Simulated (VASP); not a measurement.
# LuBW3 (P4mm) in VASP: single point with PBE

Aim: the single point of LuBW3 with PBE.

All numbers are computed with VASP 6.6.1; they aren't measurements. Logs are shortened: lines on timing, memory, paths and dates and some standing lists are left out, and cuts for length are marked.

**1. The cell of the first run**

The typed cell holds 5 atoms: a = 4.333 Å, b = 4.333 Å, c = 4.332 Å, α = 90.00°, β = 90.00°, γ = 90.00°.

The cell was built from a structure type or drawn by symmetry, and may not be a known phase.

**2. Single point, PBE**

Contents of INCAR:

```
PREC = Accurate ; ENCUT = 520
EDIFF = 1E-6 ; ISMEAR = 0
SIGMA = 0.1 ; LREAL = False
LASPH = True ; NELM = 100
ALGO = Fast ; ISIF = 2
LWAVE = False ; LCHARG = False
GGA = PE ; NBANDS = 43
```

Contents of KPOINTS:

```
regular mesh
0
Gamma
  10 10 10
```

Contents of POSCAR:

```
LuBW3
1.0
    4.3325303974      0.0000000000      0.0000000000
    0.0000000000      4.3325303974      0.0000000000
    0.0000000000      0.0000000000      4.3323343259
Lu B W
1 1 3
Direct
    0.0000000000      0.0000000000      0.0542327754
    0.5000000000      0.5000000000      0.5549617689
    0.0000000000      0.5000000000      0.5542567191
    0.5000000000      0.5000000000      0.0548910375
    0.5000000000      0.0000000000      0.5542567191
```

Potentials or basis: VASP PAW PBE potentials, release 64 (Lu, B, W_sv).

Run with:

```
$ cat potpaw_PBE.64/Lu/POTCAR potpaw_PBE.64/B/POTCAR potpaw_PBE.64/W_sv/POTCAR > POTCAR
$ mpirun -np 1 vasp_std > vasp.out
```

OUTCAR:

```text
PREC = Accurate
   ENCUT = 520
   EDIFF = 1E-6
   ISMEAR = 0
   LREAL = False
   LASPH = True
   NELM = 100
   ISIF = 2
   GGA = PE

 ion  position               nearest neighbor table
   1  0.000  0.000  0.054-   3 3.06   5 3.06   3 3.06   5 3.06   4 3.06   4 3.06   4 3.06   4 3.06
                             5 3.06   3 3.06   5 3.06   3 3.06
   2  0.500  0.500  0.555-   4 2.17   3 2.17   5 2.17   5 2.17   3 2.17   4 2.17
   3  0.000  0.500  0.554-   2 2.17   2 2.17   4 3.06   4 3.06   1 3.06   1 3.06   5 3.06   5 3.06
                             5 3.06   5 3.06   1 3.06   1 3.06   4 3.07   4 3.07
   4  0.500  0.500  0.055-   2 2.17   2 2.17   3 3.06   5 3.06   5 3.06   3 3.06   1 3.06   1 3.06
                             1 3.06   1 3.06   3 3.07   5 3.07   3 3.07   5 3.07
   5  0.500  0.000  0.554-   2 2.17   2 2.17   4 3.06   4 3.06   1 3.06   1 3.06   3 3.06   3 3.06
                             3 3.06   3 3.06   1 3.06   1 3.06   4 3.07   4 3.07

  LATTYP: Found a simple tetragonal cell.
 ALAT       =     4.3325303974
 C/A-ratio  =     0.9999547443

  Lattice vectors:

 A1 = (   4.3325303974,   0.0000000000,   0.0000000000)
 A2 = (   0.0000000000,   4.3325303974,   0.0000000000)
 A3 = (   0.0000000000,   0.0000000000,   4.3323343259)

Analysis of symmetry for initial positions (statically):
=====================================================================
 Subroutine PRICEL returns:
 Original cell was already a primitive cell.

 Routine SETGRP: Setting up the symmetry group for a
 simple tetragonal supercell.

 Subroutine GETGRP returns: Found  8 space group operations
 (whereof  8 operations were pure point group operations)
 out of a pool of 16 trial point group operations.

The static configuration has the point symmetry C_4v.

Analysis of symmetry for dynamics (positions and initial velocities):
=====================================================================
 Subroutine PRICEL returns:
 Original cell was already a primitive cell.

 Routine SETGRP: Setting up the symmetry group for a
 simple tetragonal supercell.

 Subroutine GETGRP returns: Found  8 space group operations
 (whereof  8 operations were pure point group operations)
 out of a pool of 16 trial point group operations.

The dynamic configuration has the point symmetry C_4v.

 Subroutine INISYM returns: Found  8 space group operations
 (whereof  8 operations are pure point group operations),
 and found     1 'primitive' translations

----------------------------------------------------------------------------------------

                                     Primitive cell

  volume of cell :      81.3215

  direct lattice vectors                    reciprocal lattice vectors
     4.332530397  0.000000000  0.000000000     0.230811999  0.000000000  0.000000000
     0.000000000  4.332530397  0.000000000     0.000000000  0.230811999  0.000000000
     0.000000000  0.000000000  4.332334326     0.000000000  0.000000000  0.230822445

  length of vectors
     4.332530397  4.332530397  4.332334326     0.230811999  0.230811999  0.230822445

  position of ions in fractional coordinates (direct lattice)
     0.000000000  0.000000000  0.054232775
     0.500000000  0.500000000  0.554961769
     0.000000000  0.500000000  0.554256719
     0.500000000  0.500000000  0.054891037
     0.500000000  0.000000000  0.554256719

  ion indices of the primitive-cell ions
   primitive index   ion index
                 1           1
                 2           2
                 3           3
                 4           4
                 5           5

----------------------------------------------------------------------------------------

 KPOINTS: regular mesh

Automatic generation of k-mesh.
 Grid dimensions read from file:
 generate k-points for:   10   10   10

 Generating k-lattice:

  Cartesian coordinates                     Fractional coordinates (reciprocal lattice)
     0.023081200  0.000000000  0.000000000     0.100000000  0.000000000  0.000000000
     0.000000000  0.023081200  0.000000000     0.000000000  0.100000000  0.000000000
     0.000000000  0.000000000  0.023082244     0.000000000  0.000000000  0.100000000

  Length of vectors
     0.023081200  0.023081200  0.023082244

  Shift w.r.t. Gamma in fractional coordinates (k-lattice)
     0.000000000  0.000000000  0.000000000

 Subroutine IBZKPT returns following result:
 ===========================================

 Found    126 irreducible k-points:

 Following reciprocal coordinates:
            Coordinates               Weight
  0.000000  0.000000  0.000000      1.000000
  0.100000  0.000000  0.000000      4.000000
  0.200000  0.000000  0.000000      4.000000
  0.300000  0.000000  0.000000      4.000000
  0.400000  0.000000  0.000000      4.000000
  0.500000  0.000000  0.000000      2.000000
[... 16 lines left out ...]
  0.100000  0.000000  0.100000      8.000000
  0.200000  0.000000  0.100000      8.000000
 [... further k-points ...]
   k-points           NKPTS =    126   k-points in BZ     NKDIM =    126   number of bands    NBANDS=     43
   number of dos      NEDOS =    301   number of ions     NIONS =      5
   total plane-waves  NPLWV =  32768
   dimension x,y,z NGX =    32 NGY =   32 NGZ =   32
   dimension x,y,z NGXF=    64 NGYF=   64 NGZF=   64
   ions per type =               1   1   3
   NGX,Y,Z   is equivalent  to a cutoff of  12.28, 12.28, 12.28 a.u.
   NGXF,Y,Z  is equivalent  to a cutoff of  24.56, 24.56, 24.56 a.u.
 SYSTEM =  unknown system
   PREC   = accura    normal or accurate (medium, high low for compatibility)
   ISTART =      0    job   : 0-new  1-cont  2-samecut
   ICHARG =      2    charge: 1-file 2-atom 10-const
   ISPIN  =      1    spin polarized calculation?
   LNONCOLLINEAR =      F non collinear calculations
   LSORBIT =      F    spin-orbit coupling
   LASPH  =      T    aspherical Exc in radial PAW
   ENCUT  =  520.0 eV  38.22 Ry    6.18 a.u.   8.06  8.06  8.06*2*pi/ulx,y,z
   NELM   =    100;   NELMIN=  2; NELMDL= -5     # of ELM steps
   EDIFF  = 0.1E-05   stopping-criterion for ELM
   LREAL  =      F    real-space projection
   EDIFFG = 0.1E-04   stopping-criterion for IOM
   NSW    =      0    number of steps for IOM
   IBRION =     -1    ionic relax: 0-MD 1-quasi-New 2-CG
   NFREE  =      0    steps in history (QN), initial steepest desc. (CG)
   ISIF   =      2    stress and relaxation
   ISYM   =      2    0-nonsym 1-usesym 2-fastsym
   POTIM  = 0.5000    time-step for ionic-motion
   TEBEG  =    0.0;   TEEND  =   0.0 temperature during run
   PSTRESS=    0.0 pullay stress
   NELECT =      70.0000    total number of electrons
   NUPDOWN=      -1.0000    fix difference up-down
   EMIN   =  10.00;   EMAX   =-10.00  energy-range for DOS
   EFERMI =   0.00;   METHOD = LEGACY
   ISMEAR =     0;   SIGMA  =   0.10  broadening in eV -4-tet -1-fermi 0-gaus
   EFERMI_NEDOS =   21; number of points for ismear=-14 and -15
   IALGO  =     68    algorithm
   IMIX   =      4    mixing-type and parameters
     AMIX     =   0.40;   BMIX     =  1.00
     AMIX_MAG =   1.60;   BMIX_MAG =  1.00
  volume/ion in A,a.u.               =      16.26       109.76
  Fermi-wavevector in a.u.,A,eV,Ry     =   1.557301  2.942871 32.996646  2.425185
  Thomas-Fermi vector in A             =   2.660971
   LORBIT       =      0    0 simple, 1 ext, 2 COOP (PROOUT), +10 PAW based schemes
   GGA     = PE    functional components
   LHFCALC =     F    Hartree Fock is set to
   AEXX    =    0.0000 exact exchange contribution
   IVDW    =     0    specifies the selected vdW correction
   LEPSILON=     F    determine dielectric tensor
   LRPA    =     F    only Hartree local field effects (RPA)
 non-spin polarized calculation
 RMM-DIIS sequential band-by-band and
 Gauss-broadening in eV      SIGMA  =   0.10
  energy-cutoff  :      520.00
  volume of cell :       81.32
 maximum number of plane-waves:      2272
   NGX = 17   NGY = 17   NGZ = 17

 number of electron      70.0000011 magnetization

 Free energy of the ion-electron system (eV)
  ---------------------------------------------------
  ext. energy  EPLUGINS =         0.00000000
  ---------------------------------------------------
  free energy    TOTEN  =       -48.58359582 eV

  energy without entropy =      -48.56412667  energy(sigma->0) =      -48.57386124

 E-fermi :   7.4096     XC(G=0): -12.7098

 val. band max:        7.4041151387   @ k =   0.3000   0.2000   0.3000
 cond. band min:       7.4118268008   @ k =   0.4000   0.3000   0.5000
 fundamental gap:      0.0077116621
 Fermi energy:         7.4095515896

 k-point     1 :       0.0000    0.0000    0.0000
  band No.  band energies     occupation
      1     -66.3107      2.00000
      2     -66.2691      2.00000
      3     -66.2690      2.00000
      4     -47.4417      2.00000
      5     -30.6995      2.00000
      6     -30.6995      2.00000
[... 35 lines left out ...]
     42      13.5859      0.00000
     43      13.7250      0.00000

 k-point     2 :       0.1000    0.0000    0.0000
  band No.  band energies     occupation
      1     -66.3098      2.00000
      2     -66.2700      2.00000
      3     -66.2691      2.00000
      4     -47.4417      2.00000
      5     -30.6939      2.00000
      6     -30.6939      2.00000
[... 35 lines left out ...]
     42      12.8452      0.00000
     43      13.5809      0.00000

 k-point     3 :       0.2000    0.0000    0.0000
  band No.  band energies     occupation
      1     -66.3073      2.00000
      2     -66.2727      2.00000
      3     -66.2691      2.00000
      4     -47.4417      2.00000
      5     -30.6781      2.00000
      6     -30.6781      2.00000
[... 35 lines left out ...]
     42      12.3217      0.00000
     43      12.5039      0.00000

 k-point     4 :       0.3000    0.0000    0.0000
  band No.  band energies     occupation
      1     -66.3034      2.00000
      2     -66.2765      2.00000
      3     -66.2691      2.00000
      4     -47.4417      2.00000
      5     -30.6555      2.00000
      6     -30.6555      2.00000
[... 863 lines left out ...]
     42      13.2174      0.00000
     43      13.3008      0.00000

 k-point    23 :       0.1000    0.0000    0.1000
  band No.  band energies     occupation
      1     -66.3089      2.00000
      2     -66.2704      2.00000
      3     -66.2696      2.00000
      4     -47.4417      2.00000
      5     -30.6963      2.00000
      6     -30.6882      2.00000
[... 35 lines left out ...]
     42      12.5474      0.00000
     43      12.7652      0.00000

 k-point    24 :       0.2000    0.0000    0.1000
  band No.  band energies     occupation
      1     -66.3064      2.00000
      2     -66.2728      2.00000
      3     -66.2697      2.00000
      4     -47.4417      2.00000
      5     -30.6866      2.00000
      6     -30.6723      2.00000
[... 35 lines left out ...]
     42      12.0814      0.00000
     43      12.3051      0.00000

 [... further k-points ...]

------------------------ aborting loop because EDIFF is reached ----------------------------------------

  FORCE on cell =-STRESS in cart. coord.  units (eV):
  Direction    XX          YY          ZZ          XY          YZ          ZX
  --------------------------------------------------------------------------------------
  -------------------------------------------------------------------------------------
  Total        0.1340733      0.1340733      0.1381766      0.0000000      0.0000000      0.0000000
  in kB        2.6414826      2.6414826      2.7223249      0.0000000      0.0000000      0.0000000
  external PRESSURE =       2.6684300 kB  Pullay stress =       0.0000000 kB

 VOLUME and BASIS-vectors are now :
 -----------------------------------------------------------------------------
  energy-cutoff  :      520.00
  volume of cell :       81.32
      direct lattice vectors                 reciprocal lattice vectors
     4.332530397  0.000000000  0.000000000     0.230811999  0.000000000  0.000000000
     0.000000000  4.332530397  0.000000000     0.000000000  0.230811999  0.000000000
     0.000000000  0.000000000  4.332334326     0.000000000  0.000000000  0.230822445

 POSITION                                       TOTAL-FORCE (eV/Angst)
 -----------------------------------------------------------------------------------
      0.00000      0.00000      0.23495        -0.000000      0.000000      0.000432
      2.16627      2.16627      2.40428         0.000000     -0.000000     -0.002043
      0.00000      2.16627      2.40123         0.000000      0.000000      0.000909
      2.16627      2.16627      0.23781         0.000000      0.000000     -0.000208
      2.16627      0.00000      2.40123         0.000000      0.000000      0.000909
 -----------------------------------------------------------------------------------
    total drift:                                0.000000     -0.000000     -0.000077

  FREE ENERGIE OF THE ION-ELECTRON SYSTEM (eV)
  ---------------------------------------------------
  free  energy   TOTEN  =       -48.5835958163 eV

  energy  without entropy=      -48.5641266690  energy(sigma->0) =      -48.57386124
```

Wall time 5.8 min (1 thread of Intel Xeon 6975P-C (Granite Rapids), shared host); peak memory 0.5 GiB.

What came out:

* Free energy: -48.5836 eV
* Pressure: 0.3 GPa
* Band gap on the k mesh: zero (bands 35 and 36 overlap by 1.27 eV)

Forces on the atoms (eV/Å):
```
Lu   0.000  0.000  0.000
B    0.000  0.000 -0.002
W    0.000  0.000  0.001
W    0.000  0.000  0.000
W    0.000  0.000  0.001
```

Levels at points of the mesh, in eV from the Fermi level:
```tsv
k point	band 31	band 32	band 33	band 34	band 35	band 36	band 37	band 38	band 39	band 40
(0.00, 0.00, 0.00)	-0.37	-0.37	-0.37	0.16	0.16	0.16	1.83	1.83	3.75	4.31
(0.50, 0.00, 0.00)	-2.20	-1.57	-1.57	-1.16	-0.07	1.00	1.23	1.23	2.14	3.28
(0.50, 0.50, 0.00)	-1.48	-1.24	-1.24	-1.21	-0.42	-0.42	0.09	0.69	1.68	1.80
(0.00, 0.00, 0.50)	-2.20	-1.57	-1.57	-1.16	-0.07	1.00	1.23	1.23	2.14	3.28
(0.50, 0.00, 0.50)	-1.48	-1.25	-1.24	-1.21	-0.42	-0.42	0.09	0.69	1.68	1.80
(0.50, 0.50, 0.50)	-1.54	-0.61	-0.61	-0.61	0.78	0.78	0.80	0.80	0.80	3.75
```

Caveat: spin-orbit coupling is left out, which moves the levels of the heavy elements.
